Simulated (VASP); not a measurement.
# TiNb (P4/mmm) in VASP: a series of runs, part 2 of 2

VASP 6.6.1. The steps go on from the part before.

## Step 3: Relaxation of volume and atoms at fixed shape, LDA

This run uses another cell than the first one, of 18.00 Å³/atom, 1.076 times its volume.

Input file INCAR:

```
SYSTEM = TiNb
PREC = Accurate ; ENCUT = 600
EDIFF = 1E-6 ; ISMEAR = 1
SIGMA = 0.1 ; LREAL = .False.
LASPH = .True. ; NELM = 100
ALGO = Normal ; ISIF = 8
LWAVE = .False. ; LCHARG = .False.
IBRION = 2 ; NSW = 80
EDIFFG = -0.01
```

Input file KPOINTS:

```
Automatic mesh
0
Gamma
  6 6 6
  0 0 0
```

Input file POSCAR:

```
TiNb
1.0
    4.1600000000      0.0000000000      0.0000000000
    0.0000000000      4.1600000000      0.0000000000
    0.0000000000      0.0000000000      4.1600000000
Ti Nb
2 2
Direct
    0.0000000000      0.0000000000      0.0000000000
    0.0000000000      0.5000000000      0.5000000000
    0.5000000000      0.0000000000      0.5000000000
    0.5000000000      0.5000000000      0.0000000000
```

Potentials or basis: VASP PAW LDA potentials, release 64 (Ti_sv, Nb_sv).

On the command line:

```console
$ cat potpaw_LDA.64/Ti_sv/POTCAR potpaw_LDA.64/Nb_sv/POTCAR > POTCAR
$ mpirun -np 1 vasp_std > vasp.out
```

OUTCAR:

```text
SYSTEM = TiNb
   PREC = Accurate
   ENCUT = 600
   EDIFF = 1E-6
   ISMEAR = 1
   LREAL = .False.
   LASPH = .True.
   NELM = 100
   ISIF = 8
   IBRION = 2
   NSW = 80
   EDIFFG = -0.01

 ion  position               nearest neighbor table
   1  0.000  0.000  0.000-   3 2.94   4 2.94   3 2.94   4 2.94   3 2.94   4 2.94   3 2.94   4 2.94

   2  0.000  0.500  0.500-   3 2.94   4 2.94   4 2.94   3 2.94   3 2.94   4 2.94   4 2.94   3 2.94

   3  0.500  0.000  0.500-   1 2.94   2 2.94   4 2.94   1 2.94   4 2.94   2 2.94   4 2.94   4 2.94
                             1 2.94   2 2.94   1 2.94   2 2.94
   4  0.500  0.500  0.000-   1 2.94   2 2.94   3 2.94   2 2.94   3 2.94   1 2.94   3 2.94   3 2.94
                             1 2.94   2 2.94   2 2.94   1 2.94

  LATTYP: Found a simple cubic cell.
 ALAT       =     4.1600000000

  Lattice vectors:

 A1 = (   4.1600000000,   0.0000000000,   0.0000000000)
 A2 = (   0.0000000000,   4.1600000000,   0.0000000000)
 A3 = (   0.0000000000,   0.0000000000,   4.1600000000)

Analysis of symmetry for initial positions (statically):
=====================================================================
 Subroutine PRICEL returns following result:

  LATTYP: Found a simple tetragonal cell.
 ALAT       =     2.9415642097
 C/A-ratio  =     1.4142135624

  Lattice vectors:

 A1 = (   0.0000000000,   2.0800000000,  -2.0800000000)
 A2 = (   0.0000000000,   2.0800000000,   2.0800000000)
 A3 = (   4.1600000000,   0.0000000000,   0.0000000000)

   2 primitive cells build up your supercell.

 Routine SETGRP: Setting up the symmetry group for a
 simple cubic supercell.

 Subroutine GETGRP returns: Found 16 space group operations
 (whereof 16 operations were pure point group operations)
 out of a pool of 48 trial point group operations.

The static configuration has the point symmetry D_4h.

Analysis of symmetry for dynamics (positions and initial velocities):
=====================================================================
 Subroutine PRICEL returns following result:

  LATTYP: Found a simple tetragonal cell.
 ALAT       =     2.9415642097
 C/A-ratio  =     1.4142135624

  Lattice vectors:

 A1 = (   0.0000000000,   2.0800000000,  -2.0800000000)
 A2 = (   0.0000000000,   2.0800000000,   2.0800000000)
[... 117 lines left out ...]
   ISIF   =      8    stress and relaxation
   ISYM   =      2    0-nonsym 1-usesym 2-fastsym
   POTIM  = 0.5000    time-step for ionic-motion
   TEBEG  =    0.0;   TEEND  =   0.0 temperature during run
   PSTRESS=    0.0 pullay stress
   NELECT =      50.0000    total number of electrons
   NUPDOWN=      -1.0000    fix difference up-down
   EMIN   =  10.00;   EMAX   =-10.00  energy-range for DOS
   EFERMI =   0.00;   METHOD = LEGACY
   ISMEAR =     1;   SIGMA  =   0.10  broadening in eV -4-tet -1-fermi 0-gaus
   EFERMI_NEDOS =   21; number of points for ismear=-14 and -15
   IALGO  =     38    algorithm
   IMIX   =      4    mixing-type and parameters
     AMIX     =   0.40;   BMIX     =  1.00
     AMIX_MAG =   1.60;   BMIX_MAG =  1.00
  volume/ion in A,a.u.               =      18.00       121.46
  Fermi-wavevector in a.u.,A,eV,Ry     =   1.449789  2.739704 28.597929  2.101888
  Thomas-Fermi vector in A             =   2.567476
   LORBIT       =      0    0 simple, 1 ext, 2 COOP (PROOUT), +10 PAW based schemes
   GGA     = CA    functional components
   LHFCALC =     F    Hartree Fock is set to
   AEXX    =    0.0000 exact exchange contribution
   IVDW    =     0    specifies the selected vdW correction
   LEPSILON=     F    determine dielectric tensor
   LRPA    =     F    only Hartree local field effects (RPA)
 conjugate gradient relaxation of ions
 non-spin polarized calculation
 Methfessel and Paxton  Order N= 1 SIGMA  =   0.10
  energy-cutoff  :      600.00
  volume of cell :       71.99
 maximum number of plane-waves:      2469
 NGX is ok and might be reduce to    36
   NGX = 17   NGY = 17   NGZ = 17

--------------------------------------- Ionic step        1  -------------------------------------------

 number of electron      50.0000004 magnetization

 Free energy of the ion-electron system (eV)
  ---------------------------------------------------
  ext. energy  EPLUGINS =         0.00000000
  ---------------------------------------------------
  free energy    TOTEN  =       -38.79690973 eV

  energy without entropy =      -38.79360078  energy(sigma->0) =      -38.79580675

 E-fermi :   9.5057     XC(G=0): -12.1832

 val. band max:        9.5045219147   @ k =   0.5000   0.5000   0.1667
 cond. band min:       9.5086315262   @ k =   0.3333   0.3333   0.3333
 fundamental gap:      0.0041096115
 Fermi energy:         9.5056503774

 k-point     1 :       0.0000    0.0000    0.0000
  band No.  band energies     occupation
      1     -46.5969      2.00000
      2     -46.5163      2.00000
      3     -44.7745      2.00000
      4     -44.6259      2.00000
      5     -23.3596      2.00000
      6     -23.3596      2.00000
[... 896 lines left out ...]
--------------------------------------- Ionic step        4  -------------------------------------------

 number of electron      50.0000004 magnetization

 Free energy of the ion-electron system (eV)
  ---------------------------------------------------
  ext. energy  EPLUGINS =         0.00000000
  ---------------------------------------------------
  free energy    TOTEN  =       -38.95888840 eV

  energy without entropy =      -38.96068315  energy(sigma->0) =      -38.95948665

 E-fermi :  10.4552     XC(G=0): -12.5520

 val. band max:       10.4503560906   @ k =   0.1667   0.3333   0.3333
 cond. band min:      10.4688868379   @ k =   0.1667   0.1667   0.0000
 fundamental gap:      0.0185307474
 Fermi energy:        10.4551982275

 k-point     1 :       0.0000    0.0000    0.0000
  band No.  band energies     occupation
      1     -45.5118      2.00000
      2     -45.3997      2.00000
      3     -43.7158      2.00000
      4     -43.5195      2.00000
      5     -22.3370      2.00000
      6     -22.3370      2.00000
[... 814 lines left out ...]
  FREE ENERGIE OF THE ION-ELECTRON SYSTEM (eV)
  ---------------------------------------------------
  free  energy   TOTEN  =       -38.9588883991 eV

  energy  without entropy=      -38.9606831470  energy(sigma->0) =      -38.95948665

 reached required accuracy - stopping structural energy minimisation
```

OSZICAR:

```text
N       E                     dE             d eps       ncg     rms          rms(c)
DAV:   1     0.779659306349E+03    0.77966E+03   -0.27990E+04  2408   0.212E+03
DAV:   2     0.543399016854E+02   -0.72532E+03   -0.71300E+03  2662   0.748E+02
DAV:   3    -0.325616802114E+02   -0.86902E+02   -0.83433E+02  4148   0.206E+02
[... 48 lines left out ...]
DAV:   4    -0.389588465378E+02    0.15431E-03   -0.10052E-03  3478   0.237E-01    0.366E-02
DAV:   5    -0.389588680749E+02   -0.21537E-04   -0.17694E-04  3572   0.842E-02    0.155E-02
DAV:   6    -0.389588791132E+02   -0.11038E-04   -0.21575E-05  3684   0.271E-02    0.156E-02
DAV:   7    -0.389588881910E+02   -0.90778E-05   -0.23770E-05  2868   0.307E-02    0.423E-03
DAV:   8    -0.389588883991E+02   -0.20811E-06   -0.54170E-06  2520   0.170E-02
   4 F= -.38958888E+02 E0= -.38959487E+02  d E =-.161979E+00
```

CONTCAR:

```text
TiNb
   1.00000000000000
     4.0590032171475867    0.0000000000000000    0.0000000000000000
     0.0000000000000000    4.0590032171475867    0.0000000000000000
     0.0000000000000000    0.0000000000000000    4.0590032171475867
  Ti              Nb
     2     2
Direct
     0.0000000000000000    1.0000000000000000    0.0000000000000000
     0.0000000000000000    0.5000000000000000    0.5000000000000000
     0.5000000000000000    1.0000000000000000    0.5000000000000000
     0.5000000000000000    0.5000000000000000    0.0000000000000000

  0.00000000E+00  0.00000000E+00  0.00000000E+00
  0.00000000E+00  0.00000000E+00  0.00000000E+00
  0.00000000E+00  0.00000000E+00  0.00000000E+00
  0.00000000E+00  0.00000000E+00  0.00000000E+00
```

Wall time 2.4 min (1 thread of Intel Xeon 6975P-C (Granite Rapids), shared host); peak memory 0.24 GiB.

What came out:

```
Free energy                            : -38.9589 eV
Relaxed volume                         : 16.72 Å³/atom
Relaxed cell                           : a = 4.059 Å, b = 4.059 Å, c = 4.059 Å, α = 90.00°, β = 90.00°, γ = 90.00°
Space group after relaxing (to 0.05 Å) : P4/mmm (No. 123)
Energy gained by relaxing              : 40.5 meV/atom
Ionic steps                            : 4
Pressure after relaxing                : 0.0 GPa
Band gap on the k mesh                 : zero (band 25 reaches 11.23 eV, above the bottom of band 26 at 9.61 eV)
```

Step by step:
```
step  energy change (eV)  largest force (eV/Å)  pressure (GPa)  volume (Å³)
   1              0.0000                0.0000           -9.60        71.99
   2              0.0808                0.0000           14.94        61.33
   3             -0.1619                0.0000           -0.18        66.97
   4             -0.1620                0.0000            0.00        66.87
```

Final structure:
```
Ti Nb
1.0
     4.05900    0.00000    0.00000
     0.00000    4.05900    0.00000
     0.00000    0.00000    4.05900
Ti Nb
2 2
Direct
  0.00000 0.00000 0.00000
  0.00000 0.50000 0.50000
  0.50000 0.00000 0.50000
  0.50000 0.50000 0.00000
```

Levels at points of the mesh, in eV from the Fermi level:
```csv
k point,band 21,band 22,band 23,band 24,band 25,band 26,band 27,band 28,band 29,band 30
"(0.00, 0.00, 0.00)",-3.03,-2.88,-2.88,0.46,0.46,0.50,2.61,2.66,3.61,3.61
"(0.50, 0.00, 0.00)",-1.61,-1.47,-1.47,-0.89,-0.28,-0.28,0.80,0.98,1.83,1.91
"(0.00, 0.50, 0.00)",-1.48,-1.48,-0.89,-0.89,-0.84,-0.84,0.91,0.91,2.01,2.03
"(0.50, 0.50, 0.00)",-1.06,-1.06,-0.85,-0.85,-0.73,-0.73,-0.43,-0.43,1.53,1.53
"(0.00, 0.50, 0.50)",-1.50,-1.50,-1.15,-1.15,-0.34,-0.34,-0.26,-0.26,1.49,1.52
"(0.50, 0.50, 0.50)",0.04,0.04,0.16,0.16,0.37,0.37,0.48,0.48,1.08,1.08
```
